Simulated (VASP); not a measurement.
# HPbNO4 (P2_1/m) in VASP: electric field gradients with PBE

Aim: the electric field gradients of HPbNO4 with PBE.

Program: VASP 6.6.1. These are calculated values, not measurements. Logs are shortened: lines on timing, memory, paths and dates and some standing lists are left out, and cuts for length are marked.

**1. The cell of the first run**

It takes space group P2_1/m (No. 11, monoclinic). The conventional cell has a = 6.859 Å, b = 4.229 Å, c = 8.026 Å, α = 90.00°, β = 114.99°, γ = 90.00°. H (site symmetry m) has 1 O at 0.99 Å within 1.3 Å. Within 3.3 Å of Pb (site symmetry m) lie 8 O at 2.47 to 3.14 Å and 3 H at 2.95 Å and 1 N at 3.26 Å. N (site symmetry m) has 3 O at 1.24 to 1.28 Å within 1.7 Å. Within 1.3 Å of O (site symmetry m) lie 1 H at 0.99 Å. O (site symmetry m) has 1 N at 1.24 Å within 1.7 Å. Within 1.7 Å of O (site symmetry m) lie 1 N at 1.27 Å. Within 1.7 Å of O (site symmetry m) lie 1 N at 1.28 Å.

**2. Electric field gradients, PBE**

The input, INCAR:

```
SYSTEM = HPbNO4
ALGO = Normal ; EDIFF = 1E-8
ENCUT = 520 ; GGA = PE
GGA_COMPAT = .FALSE. ; ISIF = 2
ISMEAR = -1 ; LASPH = .TRUE.
LCHARG = .FALSE. ; LEFG = .TRUE.
LREAL = .FALSE. ; LWAVE = .FALSE.
NBANDS = 57 ; NELM = 120
PREC = Accurate ; SIGMA = 0.05
```

The input, KPOINTS:

```
k-points
0
G
  5 6 4
  0 0 0
```

The input, POSCAR:

```
HPbNO4
1.0
    6.8587700000      0.0000000000      0.0000000000
    0.0000000000      4.2286500000      0.0000000000
   -3.3910100000      0.0000000000      7.2745900000
H Pb N O
2 2 2 8
Direct
    0.2254900000      0.7500000000      0.5073000000
    0.7745100000      0.2500000000      0.4927000000
    0.3022900000      0.2500000000      0.2849400000
    0.6977100000      0.7500000000      0.7150600000
    0.2148400000      0.7500000000      0.8356700000
    0.7851600000      0.2500000000      0.1643300000
    0.3307800000      0.7500000000      0.4533800000
    0.4090900000      0.7500000000      0.8690100000
    0.1550800000      0.7500000000      0.9653700000
    0.0708300000      0.7500000000      0.6695500000
    0.6692200000      0.2500000000      0.5466100000
    0.5909100000      0.2500000000      0.1309900000
    0.8449200000      0.2500000000      0.0346300000
    0.9291700000      0.2500000000      0.3304500000
```

Potentials or basis: VASP PAW PBE potentials, release 64 (H, Pb_d, N, O).

On the command line:

```
> cat potpaw_PBE.64/H/POTCAR potpaw_PBE.64/Pb_d/POTCAR potpaw_PBE.64/N/POTCAR potpaw_PBE.64/O/POTCAR > POTCAR
> mpirun -np 1 vasp_std > vasp.out
```

OUTCAR:

```text
SYSTEM = HPbNO4
   EDIFF = 1E-8
   ENCUT = 520
   GGA = PE
   ISIF = 2
   ISMEAR = -1
   LASPH = .TRUE.
   LREAL = .FALSE.
   NELM = 120
   PREC = Accurate

 ion  position               nearest neighbor table
   1  0.225  0.750  0.507-   7 0.99
   2  0.775  0.250  0.493-  11 0.99
   3  0.302  0.250  0.285-   7 2.47   7 2.47  11 2.51  14 2.73  12 2.74  13 2.92   4 3.98   4 3.98

   4  0.698  0.750  0.715-  11 2.47  11 2.47   7 2.51  10 2.73   8 2.74   9 2.92   3 3.98   3 3.98

   5  0.215  0.750  0.836-   8 1.24   9 1.27  10 1.28
   6  0.785  0.250  0.164-  12 1.24  13 1.27  14 1.28
   7  0.331  0.750  0.453-   1 0.99   3 2.47   3 2.47   4 2.51
   8  0.409  0.750  0.869-   5 1.24   4 2.74
   9  0.155  0.750  0.965-   5 1.27   4 2.92
  10  0.071  0.750  0.670-   5 1.28   4 2.73
  11  0.669  0.250  0.547-   2 0.99   4 2.47   4 2.47   3 2.51
  12  0.591  0.250  0.131-   6 1.24   3 2.74
  13  0.845  0.250  0.035-   6 1.27   3 2.92
  14  0.929  0.250  0.330-   6 1.28   3 2.73

  LATTYP: Found a simple monoclinic cell.
 ALAT       =     6.8587700000
 B/A-ratio  =     0.6165318271
 C/A-ratio  =     1.1701982117
 COS(beta)  =    -0.4224967775

  Lattice vectors:

 A1 = (   6.8587700000,   0.0000000000,   0.0000000000)
 A2 = (   0.0000000000,   4.2286500000,   0.0000000000)
 A3 = (  -3.3910100000,   0.0000000000,   7.2745900000)

Analysis of symmetry for initial positions (statically):
=====================================================================
 Subroutine PRICEL returns:
 Original cell was already a primitive cell.

 Routine SETGRP: Setting up the symmetry group for a
 simple monoclinic supercell.

 Subroutine GETGRP returns: Found  2 space group operations
 (whereof  1 operations were pure point group operations)
 out of a pool of  4 trial point group operations.

The static configuration has the point symmetry C_1 .
 The point group associated with its full space group is C_1h.

Analysis of symmetry for dynamics (positions and initial velocities):
=====================================================================
 Subroutine PRICEL returns:
 Original cell was already a primitive cell.

 Routine SETGRP: Setting up the symmetry group for a
 simple monoclinic supercell.

 Subroutine GETGRP returns: Found  2 space group operations
 (whereof  1 operations were pure point group operations)
 out of a pool of  4 trial point group operations.

The dynamic configuration has the point symmetry C_1 .
 The point group associated with its full space group is C_1h.

 Subroutine INISYM returns: Found  2 space group operations
 (whereof  1 operations are pure point group operations),
 and found     1 'primitive' translations

----------------------------------------------------------------------------------------

                                     Primitive cell

  volume of cell :     210.9874

  direct lattice vectors                    reciprocal lattice vectors
     6.858770000  0.000000000  0.000000000     0.145798737  0.000000000  0.067963277
     0.000000000  4.228650000  0.000000000     0.000000000  0.236482092  0.000000000
    -3.391010000  0.000000000  7.274590000     0.000000000  0.000000000  0.137464792

  length of vectors
     6.858770000  4.228650000  8.026120388     0.160861054  0.236482092  0.137464792

  position of ions in fractional coordinates (direct lattice)
     0.225490000  0.750000000  0.507300000
     0.774510000  0.250000000  0.492700000
     0.302290000  0.250000000  0.284940000
     0.697710000  0.750000000  0.715060000
     0.214840000  0.750000000  0.835670000
     0.785160000  0.250000000  0.164330000
     0.330780000  0.750000000  0.453380000
     0.409090000  0.750000000  0.869010000
     0.155080000  0.750000000  0.965370000
     0.070830000  0.750000000  0.669550000
     0.669220000  0.250000000  0.546610000
[... 123 lines left out ...]
 non-spin polarized calculation
  energy-cutoff  :      520.00
  volume of cell :      210.99
 maximum number of plane-waves:      5716
 NGX is ok and might be reduce to    54
   NGX = 25   NGY = 15   NGZ = 29

 number of electron      87.9999984 magnetization

 Free energy of the ion-electron system (eV)
  ---------------------------------------------------
  ext. energy  EPLUGINS =         0.00000000
  ---------------------------------------------------
  free energy    TOTEN  =       -81.10799642 eV

  energy without entropy =      -81.10799642  energy(sigma->0) =      -81.10799642

 E-fermi :   1.6082     XC(G=0):  -8.3888

 val. band max:        0.4683008920   @ k =   0.4000   0.0000   0.5000
 cond. band min:       3.5325682938   @ k =   0.0000   0.3333   0.5000
 fundamental gap:      3.0642674018
 Fermi energy:         1.6081529720

 k-point     1 :       0.0000    0.0000    0.0000
  band No.  band energies     occupation
      1     -25.1435      2.00000
      2     -25.1058      2.00000
      3     -19.8221      2.00000
      4     -19.7400      2.00000
      5     -19.4606      2.00000
      6     -19.4056      2.00000
[... 1405 lines left out ...]
     55       9.3570      0.00000
     56      10.1575      0.00000

 [... further k-points ...]

 [bands above 56 left out]

------------------------ aborting loop because EDIFF is reached ----------------------------------------

  FORCE on cell =-STRESS in cart. coord.  units (eV):
  Direction    XX          YY          ZZ          XY          YZ          ZX
  --------------------------------------------------------------------------------------
  -------------------------------------------------------------------------------------
  Total        1.4405723     -0.2294526      1.0380345      0.0000000      0.0000000     -0.0376706
  in kB       10.9392902     -1.7423966      7.8825344      0.0000000      0.0000000     -0.2860593
  external PRESSURE =       5.6931427 kB  Pullay stress =       0.0000000 kB

 VOLUME and BASIS-vectors are now :
 -----------------------------------------------------------------------------
  energy-cutoff  :      520.00
  volume of cell :      210.99
      direct lattice vectors                 reciprocal lattice vectors
     6.858770000  0.000000000  0.000000000     0.145798737  0.000000000  0.067963277
     0.000000000  4.228650000  0.000000000     0.000000000  0.236482092  0.000000000
    -3.391010000  0.000000000  7.274590000     0.000000000  0.000000000  0.137464792

 POSITION                                       TOTAL-FORCE (eV/Angst)
 -----------------------------------------------------------------------------------
     -0.17368      3.17149      3.69040        -0.091677      0.000000      0.036241
      3.64144      1.05716      3.58419         0.093954      0.000000     -0.037312
      1.10710      1.05716      2.07282         0.009588      0.000000     -0.008642
      2.36066      3.17149      5.20177        -0.009487      0.000000      0.008360
     -1.36023      3.17149      6.07916        -0.089135      0.000000     -0.021438
      4.82799      1.05716      1.19543         0.089075      0.000000      0.021556
      0.73133      3.17149      3.29815         0.074516      0.000000     -0.030944
     -0.14097      3.17149      6.32169         0.457266      0.000000      0.077270
     -2.20992      3.17149      7.02267        -0.241466      0.000000      0.260027
     -1.78464      3.17149      4.87070        -0.112974      0.000000     -0.314430
      2.73647      1.05716      3.97636        -0.076952      0.000000      0.032426
      3.60873      1.05716      0.95290        -0.457220      0.000000     -0.077315
      5.67768      1.05716      0.25192         0.241502      0.000000     -0.260133
      5.25240      1.05716      2.40389         0.113010      0.000000      0.314336
 -----------------------------------------------------------------------------------
    total drift:                               -0.000002     -0.000000      0.000001

  FREE ENERGIE OF THE ION-ELECTRON SYSTEM (eV)
  ---------------------------------------------------
  free  energy   TOTEN  =       -81.1079964170 eV

  energy  without entropy=      -81.1079964169  energy(sigma->0) =      -81.10799642

 Electric field gradients (V/A^2)
---------------------------------------------------------------------
 ion       V_xx      V_yy      V_zz      V_xy      V_xz      V_yz
---------------------------------------------------------------------
   1      27.754   -17.777    -9.976    -0.000   -19.509     0.000
   2      27.768   -17.785    -9.983    -0.000   -19.516    -0.000
   3     111.951   -48.799   -63.152    -0.000   -76.756     0.000
   4     111.941   -48.776   -63.164     0.000   -76.746    -0.000
   5       0.702    -6.141     5.439     0.000     0.233    -0.000
   6       0.702    -6.141     5.439    -0.000     0.233    -0.000
   7      64.401   -31.564   -32.836    -0.000   -51.874    -0.000
   8     193.408    -8.022  -185.386    -0.000    70.074    -0.000
   9      -6.962   -26.445    33.407    -0.000  -199.888    -0.000
  10    -122.934   -45.876   168.810     0.000   123.952    -0.000
  11      64.399   -31.561   -32.839    -0.000   -51.861     0.000
  12     193.408    -8.021  -185.387     0.000    70.075    -0.000
  13      -6.963   -26.446    33.408    -0.000  -199.888    -0.000
  14    -122.936   -45.874   168.810    -0.000   123.953    -0.000
---------------------------------------------------------------------

 Electric field gradients after diagonalization (V/A^2)
 (convention: |V_zz| > |V_xx| > |V_yy|)
----------------------------------------------------------------------
 ion       V_xx      V_yy      V_zz     asymmetry (V_yy - V_xx)/ V_zz
----------------------------------------------------------------------
   1     -18.250   -17.777    36.027       0.013
   2     -18.258   -17.785    36.043       0.013
   3     -92.034   -48.799   140.833       0.307
   4     -92.040   -48.776   140.816       0.307
   5       5.450     0.691    -6.141       0.775
   6       5.450     0.691    -6.141       0.775
   7     -55.314   -31.564    86.879       0.273
   8    -197.933    -8.022   205.956       0.922
   9    -187.682   -26.445   214.128       0.753
  10    -168.485   -45.876   214.361       0.572
  11     -55.307   -31.561    86.868       0.273
  12    -197.935    -8.021   205.956       0.922
  13    -187.682   -26.446   214.127       0.753
  14    -168.488   -45.874   214.361       0.572
----------------------------------------------------------------------

           NMR quadrupolar parameters

 Cq : quadrupolar parameter    Cq=e*Q*V_zz/h
 eta: asymmetry parameters     (V_yy - V_xx)/ V_zz
 Q  : nuclear electric quadrupole moment in mb (millibarn)
----------------------------------------------------------------------
 ion       Cq(MHz)       eta       Q (mb)
----------------------------------------------------------------------
   1       0.087       0.013       1.000
   2       0.087       0.013       1.000
   3       0.341       0.307       1.000
   4       0.340       0.307       1.000
   5      -0.015       0.775       1.000
   6      -0.015       0.775       1.000
   7       0.210       0.273       1.000
   8       0.498       0.922       1.000
   9       0.518       0.753       1.000
  10       0.518       0.572       1.000
  11       0.210       0.273       1.000
  12       0.498       0.922       1.000
  13       0.518       0.753       1.000
  14       0.518       0.572       1.000
----------------------------------------------------------------------
```

It took 9.7 min on 1 thread of Intel Xeon Platinum 8488C (Sapphire Rapids), shared host; peak memory 0.59 GiB.

What came out:

* Free energy: -81.1080 eV
* Pressure: 0.6 GPa
* Largest force: 0.464 eV/Å
* Band gap on the k mesh: 3.06 eV (least direct gap 3.27 eV)
* Largest electric field gradient by atom: H +36.0; Pb +140.8; N -6.1; O +86.9, +206.0, +214.1, +214.4 (each value once) V/Å²

Forces on the atoms (eV/Å):
```
H   -0.092  0.000  0.036
H    0.094  0.000 -0.037
Pb   0.010  0.000 -0.009
Pb  -0.009  0.000  0.008
N   -0.089  0.000 -0.021
N    0.089  0.000  0.022
O    0.075  0.000 -0.031
O    0.457  0.000  0.077
O   -0.241  0.000  0.260
O   -0.113  0.000 -0.314
O   -0.077  0.000  0.032
O   -0.457  0.000 -0.077
O    0.242  0.000 -0.260
O    0.113  0.000  0.314
```

Electric field gradients, principal values (V/Å²):
| atom | least | middle | greatest (by size) |
| --- | --- | --- | --- |
| 1 H | -17.777 | -18.250 | 36.027 |
| 2 H | -17.785 | -18.258 | 36.043 |
| 3 Pb | -48.799 | -92.034 | 140.833 |
| 4 Pb | -48.776 | -92.040 | 140.816 |
| 5 N | 0.691 | 5.450 | -6.141 |
| 6 N | 0.691 | 5.450 | -6.141 |
| 7 O | -31.564 | -55.314 | 86.879 |
| 8 O | -8.022 | -197.933 | 205.956 |
| 9 O | -26.445 | -187.682 | 214.128 |
| 10 O | -45.876 | -168.485 | 214.361 |
| 11 O | -31.561 | -55.307 | 86.868 |
| 12 O | -8.021 | -197.935 | 205.956 |
| 13 O | -26.446 | -187.682 | 214.127 |
| 14 O | -45.874 | -168.488 | 214.361 |

Caveat: the standard files for N, O and F lose accuracy on very short bonds; without QUAD_EFG the Cq values of the log hold for a quadrupole moment of 1 mb, not for the nuclei; spin-orbit coupling is left out, which moves the levels of the heavy elements. A k mesh can miss the band edges.
